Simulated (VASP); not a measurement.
# RuBrF3 (Pm-3m) in VASP: notebook, part 2 of 2

VASP 6.6.1. Earlier steps stand in the parts before.

## Step 3: Single point, PBE, collinear spin, ferromagnetic start

This run uses another cell than the first one, of 14.57 Å³/atom, 1.056 times its volume.

Contents of INCAR:

```
PREC     = Accurate       # precision mode
ENCUT    = 520            # plane-wave cutoff, eV
EDIFF    = 1E-7           # SCF threshold, eV
ISMEAR   = 0              # smearing method
SIGMA    = 0.1            # smearing width, eV
LREAL    = False          # projectors in reciprocal space
LASPH    = True           # aspherical terms in the spheres
NELM     = 150            # most SCF steps
ALGO     = Normal         # electronic algorithm
ISIF     = 2              # what is computed and relaxed
LWAVE    = False          # write WAVECAR
LCHARG   = False          # write CHGCAR
ISPIN    = 2              # spin polarisation
MAGMOM   = 1 0 0 0 0      # initial moments
LORBIT   = 11             # projections on sites
LMAXMIX  = 4              # l up to which the mixer works
GGA      = PE             # functional
NBANDS   = 33             # bands
```

Contents of KPOINTS:

```
Automatic mesh
0
Gamma
  4 4 4
```

Contents of POSCAR:

```
RuBrF3
1.0
    4.1767644512      0.0000000000      0.0000000000
    0.0000000000      4.1767644512      0.0000000000
    0.0000000000      0.0000000000      4.1767644512
Ru Br F
1 1 3
Direct
    0.5000000000      0.5000000000      0.5000000000
    0.0000000000      0.0000000000      0.0000000000
    0.0000000000      0.5000000000      0.5000000000
    0.5000000000      0.0000000000      0.5000000000
    0.5000000000      0.5000000000      0.0000000000
```

Potentials or basis: VASP PAW PBE potentials, release 64 (Ru_pv, Br, F).

The run is started by

```sh
> cat potpaw_PBE.64/Ru_pv/POTCAR potpaw_PBE.64/Br/POTCAR potpaw_PBE.64/F/POTCAR > POTCAR
> mpirun -np 1 vasp_std > vasp.out
```

OUTCAR:

```text
PREC = Accurate
   ENCUT = 520
   EDIFF = 1E-7
   ISMEAR = 0
   LREAL = False
   LASPH = True
   NELM = 150
   ISIF = 2
   ISPIN = 2
   LORBIT = 11
   GGA = PE

 ion  position               nearest neighbor table
   1  0.500  0.500  0.500-   3 2.09   4 2.09   5 2.09   5 2.09   4 2.09   3 2.09
   2  0.000  0.000  0.000-
   3  0.000  0.500  0.500-   1 2.09   1 2.09
   4  0.500  0.000  0.500-   1 2.09   1 2.09
   5  0.500  0.500  0.000-   1 2.09   1 2.09

  LATTYP: Found a simple cubic cell.
 ALAT       =     4.1767644512

  Lattice vectors:

 A1 = (   4.1767644512,   0.0000000000,   0.0000000000)
 A2 = (   0.0000000000,   4.1767644512,   0.0000000000)
 A3 = (   0.0000000000,   0.0000000000,   4.1767644512)

Analysis of symmetry for initial positions (statically):
=====================================================================
 Subroutine PRICEL returns:
 Original cell was already a primitive cell.

 Routine SETGRP: Setting up the symmetry group for a
 simple cubic supercell.

 Subroutine GETGRP returns: Found 48 space group operations
 (whereof 48 operations were pure point group operations)
 out of a pool of 48 trial point group operations.

The static configuration has the point symmetry O_h .

Analysis of symmetry for dynamics (positions and initial velocities):
=====================================================================
 Subroutine PRICEL returns:
 Original cell was already a primitive cell.

 Routine SETGRP: Setting up the symmetry group for a
 simple cubic supercell.

 Subroutine GETGRP returns: Found 48 space group operations
 (whereof 48 operations were pure point group operations)
 out of a pool of 48 trial point group operations.

The dynamic configuration has the point symmetry O_h .

Analysis of structural, dynamic, and magnetic symmetry:
=====================================================================
[... 151 lines left out ...]

 val. band max:        2.6435875249   @ k =   0.2500   0.0000   0.0000
 cond. band min:       2.6699443354   @ k =   0.2500   0.2500   0.0000
 fundamental gap:      0.0263568105
 Fermi energy:         2.6439756704

 spin component 1

 k-point     1 :       0.0000    0.0000    0.0000
  band No.  band energies     occupation
      1     -41.7168      1.00000
      2     -41.7168      1.00000
      3     -41.7168      1.00000
      4     -21.0622      1.00000
      5     -20.7348      1.00000
      6     -20.7348      1.00000
[... 349 lines left out ...]
     32      18.0156      0.00000
     33      18.0224      0.00000
 Fermi energy:         2.6439756704

 spin component 2

 k-point     1 :       0.0000    0.0000    0.0000
  band No.  band energies     occupation
      1     -40.1308      1.00000
      2     -40.1308      1.00000
      3     -40.1308      1.00000
      4     -20.8281      1.00000
      5     -20.4906      1.00000
      6     -20.4906      1.00000
[... 349 lines left out ...]
     32      18.3002      0.00000
     33      18.3030      0.00000

------------------------ aborting loop because EDIFF is reached ----------------------------------------

  FORCE on cell =-STRESS in cart. coord.  units (eV):
  Direction    XX          YY          ZZ          XY          YZ          ZX
  --------------------------------------------------------------------------------------
  -------------------------------------------------------------------------------------
  Total        0.0196159      0.0196159      0.0196159      0.0000000      0.0000000      0.0000000
  in kB        0.4313187      0.4313187      0.4313187      0.0000000      0.0000000      0.0000000
  external PRESSURE =       0.4313187 kB  Pullay stress =       0.0000000 kB

 VOLUME and BASIS-vectors are now :
 -----------------------------------------------------------------------------
  energy-cutoff  :      520.00
  volume of cell :       72.87
      direct lattice vectors                 reciprocal lattice vectors
     4.176764451  0.000000000  0.000000000     0.239419774  0.000000000  0.000000000
     0.000000000  4.176764451  0.000000000     0.000000000  0.239419774  0.000000000
     0.000000000  0.000000000  4.176764451     0.000000000  0.000000000  0.239419774

 POSITION                                       TOTAL-FORCE (eV/Angst)
 -----------------------------------------------------------------------------------
      2.08838      2.08838      2.08838         0.000000      0.000000      0.000000
      0.00000      0.00000      0.00000         0.000000      0.000000      0.000000
      0.00000      2.08838      2.08838         0.000000      0.000000      0.000000
      2.08838      0.00000      2.08838         0.000000      0.000000      0.000000
      2.08838      2.08838      0.00000         0.000000      0.000000      0.000000
 -----------------------------------------------------------------------------------
    total drift:                                0.000000     -0.000000     -0.000000

  FREE ENERGIE OF THE ION-ELECTRON SYSTEM (eV)
  ---------------------------------------------------
  free  energy   TOTEN  =       -20.0592281960 eV

  energy  without entropy=      -20.0282505053  energy(sigma->0) =      -20.04373935

 total charge

# of ion       s       p       d       tot
------------------------------------------
    1        0.203   6.157   5.602  11.962
    2        1.637   3.107   0.009   4.753
    3        1.745   4.292   0.000   6.037
    4        1.745   4.292   0.000   6.037
    5        1.745   4.292   0.000   6.037
--------------------------------------------------
tot          7.075  22.139   5.611  34.824

 magnetization (x)

# of ion       s       p       d       tot
------------------------------------------
    1        0.014   0.009   1.960   1.983
    2        0.021   0.613   0.000   0.634
    3        0.007   0.116   0.000   0.123
    4        0.007   0.116   0.000   0.123
    5        0.007   0.116   0.000   0.123
--------------------------------------------------
tot          0.055   0.971   1.960   2.986
```

OSZICAR:

```text
N       E                     dE             d eps       ncg     rms          rms(c)
DAV:   1     0.342893122362E+03    0.34289E+03   -0.23891E+04  1320   0.123E+03
DAV:   2    -0.985880299284E+01   -0.35275E+03   -0.34127E+03  1504   0.344E+02
DAV:   3    -0.259562131352E+02   -0.16097E+02   -0.15989E+02  1559   0.737E+01
[... 13 lines left out ...]
DAV:  17    -0.200591929420E+02   -0.68764E-04   -0.46832E-05  1467   0.405E-02    0.642E-02
DAV:  18    -0.200592253584E+02   -0.32416E-04   -0.24708E-05  1444   0.315E-02    0.164E-02
DAV:  19    -0.200592280334E+02   -0.26750E-05   -0.60106E-06  1500   0.116E-02    0.485E-03
DAV:  20    -0.200592281710E+02   -0.13766E-06   -0.62978E-07  1235   0.368E-03    0.172E-03
DAV:  21    -0.200592281960E+02   -0.25029E-07   -0.17355E-07  1074   0.262E-03
   1 F= -.20059228E+02 E0= -.20043739E+02  d E =-.309777E-01  mag=     3.2816
```

It took 37 s on 1 thread of Intel Xeon Platinum 8488C (Sapphire Rapids), shared host; peak memory 0.22 GiB.

Results:

```
Free energy                                           : -20.0592 eV
Pressure                                              : 0.0 GPa
Net moment                                            : 3.28 μB per cell
Site moments                                          : Ru +1.98; Br +0.63; F +0.12 μB
Valence electrons inside the program's atomic spheres : Ru 11.96; Br 4.75; F 6.04
```

Levels at points of the mesh, in eV from the Fermi level:
Spin up:
| k point | band 19 | band 20 | band 21 | band 22 | band 23 | band 24 | band 25 | band 26 | band 27 | band 28 |
| --- | --- | --- | --- | --- | --- | --- | --- | --- | --- | --- |
| (0.00, 0.00, 0.00) | -2.41 | -1.31 | -1.31 | -0.37 | -0.37 | -0.37 | 4.87 | 8.84 | 8.98 | 8.98 |
| (0.50, 0.00, 0.00) | -1.30 | -1.25 | -1.25 | -0.66 | -0.66 | 0.82 | 8.01 | 8.68 | 8.84 | 9.91 |
| (0.50, 0.50, 0.00) | -1.03 | -0.96 | -0.96 | -0.70 | -0.41 | 2.33 | 7.95 | 8.84 | 10.77 | 11.38 |
| (0.50, 0.50, 0.50) | -1.06 | -0.25 | -0.25 | -0.25 | 2.33 | 2.33 | 8.30 | 8.30 | 8.30 | 8.83 |
Spin down:
```
           k point  band 16  band 17  band 18  band 19  band 20  band 21  band 22  band 23
(0.00, 0.00, 0.00)    -3.86    -0.89    -0.89    -0.89     0.18     0.18     0.32     0.32
(0.50, 0.00, 0.00)    -3.94    -1.22    -0.87    -0.08    -0.08     0.19     0.24     0.24
(0.50, 0.50, 0.00)    -3.38    -0.32    -0.32    -0.32     0.10     0.10     0.67     0.95
(0.50, 0.50, 0.50)    -3.37     0.04     0.04     0.04     0.75     0.75     0.75     3.45
```

Caveat: the k points lie up to 0.38 Å⁻¹ apart.

## Step 4: Relaxation of cell and atoms, PBE, collinear spin, ferromagnetic start

Contents of INCAR:

```
PREC = Accurate
ENCUT = 600
EDIFF = 1E-6
ISMEAR = 0
SIGMA = 0.1
LREAL = False
LASPH = True
NELM = 150
ALGO = Normal
ISIF = 3
LWAVE = False
LCHARG = False
ISPIN = 2
MAGMOM = 1 0 0 0 0
LORBIT = 11
LMAXMIX = 4
GGA = PE
IBRION = 2
NSW = 90
EDIFFG = -0.04
```

KPOINTS is that of step 3.

POSCAR: that of step 3 with these lines changed.

```diff
@@ -2,5 +2,5 @@
 1.0
-    4.1767644512      0.0000000000      0.0000000000
-    0.0000000000      4.1767644512      0.0000000000
-    0.0000000000      0.0000000000      4.1767644512
+    4.1011039000      0.0000000000      0.0000000000
+    0.0000000000      4.1011039000      0.0000000000
+    0.0000000000      0.0000000000      4.1011039000
 Ru Br F
```

The run is started by

```sh
> cat potpaw_PBE.64/Ru_pv/POTCAR potpaw_PBE.64/Br/POTCAR potpaw_PBE.64/F/POTCAR > POTCAR
> mpirun -np 1 vasp_std > vasp.out
```

It took 2.1 min on 1 thread of Intel Xeon Platinum 8488C (Sapphire Rapids), shared host; peak memory 0.27 GiB.

The run converged. Its results:

| Property | Result |
| --- | --- |
| Free energy | -20.0563 eV |
| Relaxed volume | 14.57 Å³/atom |
| Relaxed cell | a = 4.176 Å, b = 4.176 Å, c = 4.176 Å, α = 90.00°, β = 90.00°, γ = 90.00° |
| Space group after relaxing (to 0.05 Å) | Pm-3m (No. 221) |
| Energy gained by relaxing | 12.9 meV/atom |
| Ionic steps | 3 |
| Pressure after relaxing | 0.0 GPa |
| Net moment | 3.28 μB per cell |
| Site moments | Ru +1.98; Br +0.63; F +0.12 μB |
| Valence electrons inside the program's atomic spheres | Ru 11.96; Br 4.75; F 6.03 |

Step by step:
```tsv
step	energy change (eV)	largest force (eV/Å)	pressure (GPa)	volume (Å³)
1	0.0000	0.0000	5.79	68.98
2	-0.0596	0.0000	-1.35	74.08
3	-0.0645	0.0000	0.05	72.84
```

Final structure:
```
Ru Br F
1.0
     4.17630    0.00000    0.00000
     0.00000    4.17630    0.00000
     0.00000    0.00000    4.17630
Ru Br F
1 1 3
Cartesian
  2.0881 2.0881 2.0881
  0.0000 0.0000 0.0000
  0.0000 2.0881 2.0881
  2.0881 0.0000 2.0881
  2.0881 2.0881 0.0000
```

Levels at points of the mesh, in eV from the Fermi level:
Spin up:
```csv
k point,band 20,band 21,band 22,band 23,band 24,band 25,band 26
"(0.00, 0.00, 0.00)",-1.31,-1.31,-0.38,-0.38,-0.38,4.87,8.84
"(0.50, 0.00, 0.00)",-1.25,-1.25,-0.66,-0.66,0.82,8.02,8.84
"(0.50, 0.50, 0.00)",-0.96,-0.96,-0.70,-0.41,2.33,7.95,8.84
"(0.50, 0.50, 0.50)",-0.26,-0.26,-0.26,2.34,2.34,8.30,8.30
```
Spin down:
```csv
k point,band 17,band 18,band 19,band 20,band 21,band 22
"(0.00, 0.00, 0.00)",-0.89,-0.89,-0.89,0.18,0.18,0.32
"(0.50, 0.00, 0.00)",-1.22,-0.87,-0.08,-0.08,0.19,0.24
"(0.50, 0.50, 0.00)",-0.32,-0.32,-0.32,0.10,0.10,0.67
"(0.50, 0.50, 0.50)",0.04,0.04,0.04,0.75,0.75,0.75
```

Caveat: the k points lie up to 0.38 Å⁻¹ apart in the final cell.

## Step 5: Single point, PBE, collinear spin, ferromagnetic start

This run uses another cell than the first one, of 14.72 Å³/atom, 1.067 times its volume.

Contents of INCAR:

```
ALGO = Normal
EDIFF = 1E-7
ENCUT = 520
GGA = PE
ISIF = 2
ISMEAR = 0
ISPIN = 2
LASPH = True
LCHARG = True
LELF = True
LMAXMIX = 4
LORBIT = 11
LREAL = False
LVHAR = True
LWAVE = False
MAGMOM = 1.74 0.78 0.15 0.15 0.15
NBANDS = 33
NELM = 150
PREC = Accurate
SIGMA = 0.1
```

Contents of KPOINTS:

```
k-points
0
Gamma
  10 10 10
```

POSCAR: that of step 4 with these lines changed.

```diff
@@ -2,5 +2,5 @@
 1.0
-    4.1011039000      0.0000000000      0.0000000000
-    0.0000000000      4.1011039000      0.0000000000
-    0.0000000000      0.0000000000      4.1011039000
+    4.1911049085      0.0000000000      0.0000000000
+    0.0000000000      4.1911049085      0.0000000000
+    0.0000000000      0.0000000000      4.1911049085
 Ru Br F
```

The run is started by

```sh
> cat potpaw_PBE.64/Ru_pv/POTCAR potpaw_PBE.64/Br/POTCAR potpaw_PBE.64/F/POTCAR > POTCAR
> mpirun -np 1 vasp_std > vasp.out
```

Run time: 3.4 min. Hardware: 1 thread of Intel Xeon Platinum 8488C (Sapphire Rapids), shared host; peak memory 0.34 GiB.

It converged, with:

```
Free energy                                           : -20.0272 eV
Pressure                                              : 0.0 GPa
Net moment                                            : 3.53 μB per cell
Site moments                                          : Ru +2.19; Br +0.64; F +0.13 μB
Valence electrons inside the program's atomic spheres : Ru 11.94; Br 4.75; F 6.04
```

Levels at points of the mesh, in eV from the Fermi level:
Spin up:
```csv
k point,band 19,band 20,band 21,band 22,band 23,band 24,band 25,band 26,band 27,band 28
"(0.00, 0.00, 0.00)",-2.47,-1.40,-1.40,-0.38,-0.38,-0.38,4.79,8.72,9.01,9.01
"(0.50, 0.00, 0.00)",-1.39,-1.31,-1.31,-0.66,-0.66,0.73,7.90,8.65,8.72,9.92
"(0.50, 0.50, 0.00)",-1.03,-0.95,-0.95,-0.77,-0.50,2.23,7.89,8.72,10.75,11.29
"(0.50, 0.50, 0.50)",-1.11,-0.27,-0.27,-0.27,2.23,2.23,8.29,8.29,8.29,8.72
```
Spin down:
```
           k point  band 15  band 16  band 17  band 18  band 19  band 20  band 21  band 22  band 23  band 24
(0.00, 0.00, 0.00)    -3.77    -3.77    -0.80    -0.80    -0.80     0.27     0.27     0.32     0.32     0.32
(0.50, 0.00, 0.00)    -3.84    -3.84    -1.19    -0.78    -0.05    -0.05     0.28     0.29     0.29     2.10
(0.50, 0.50, 0.00)    -4.49    -3.29    -0.31    -0.30    -0.30     0.18     0.18     0.73     1.02     3.49
(0.50, 0.50, 0.50)    -3.28    -3.28     0.06     0.06     0.06     0.81     0.81     0.81     3.49     3.49
```

## Step 6: The runs side by side

```csv
task,cell,k mesh,cutoff (eV),gap on the mesh (eV),pressure (GPa),moment (μB)
single point,"a = 4.101 Å, 5 atoms",4 × 4 × 4,520,none,5.9,3.19
single point,"a = 4.177 Å, 5 atoms",4 × 4 × 4,520,none,0.0,3.28
relaxation of cell and atoms,"relaxed from a = 4.101 Å, 5 atoms",4 × 4 × 4,600,none,0.0,3.28
single point,"a = 4.191 Å, 5 atoms",10 × 10 × 10,520,none,0.0,3.53
```

Alike in all rows: level PBE; potentials or basis VASP PAW PBE potentials, release 64 (Ru_pv, Br, F); spin collinear, ferromagnetic start; smearing gaussian 0.1 eV.

Caveats: some runs use coarse meshes.

Total energies depend on the potentials used, so only differences within one code and one set of settings carry meaning.
